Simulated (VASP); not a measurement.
## SrO: vibrations by perturbation theory with PBE

Crystal: SrO.

```
Sr O
1.0
     0.00000    2.56630    2.56630
     2.56630    0.00000    2.56630
     2.56630    2.56630    0.00000
Sr O
1 1
Direct
  0.50000 0.50000 0.50000
  0.00000 0.00000 0.00000
```

| Item | Value |
| --- | --- |
| Program | VASP 6.6.1 |
| Task | vibrations by perturbation theory |
| Functional | PBE |
| Potentials or basis | VASP PAW PBE potentials, release 64 (Sr_sv, O) |
| Cutoff | 520 eV |
| k mesh | 7 × 7 × 7 |
| Occupations | fermi-dirac, width 0.05 eV |
| Spin | no spin polarisation |
| Dipole correction | no |
| Further INCAR settings | ALGO = Normal; EDIFF = 1e-08; NBANDS = 15; IBRION = 8; NSW = 1 |

```
Highest phonon frequency at Γ, LO-TO splitting left out : 218 cm⁻¹
```

Phonon frequencies in cm⁻¹ (negative: imaginary):
```tsv
q point	frequencies
(0.000, 0.000, 0.000)	0 0 0 218 218 218
```

It took 67 s on 1 thread of AMD EPYC 9R45 96-Core Processor (Zen 5), on a shared host, peak memory 0.18 GiB.

Caveat: the cell wasn't relaxed at this level first, which shifts response properties.
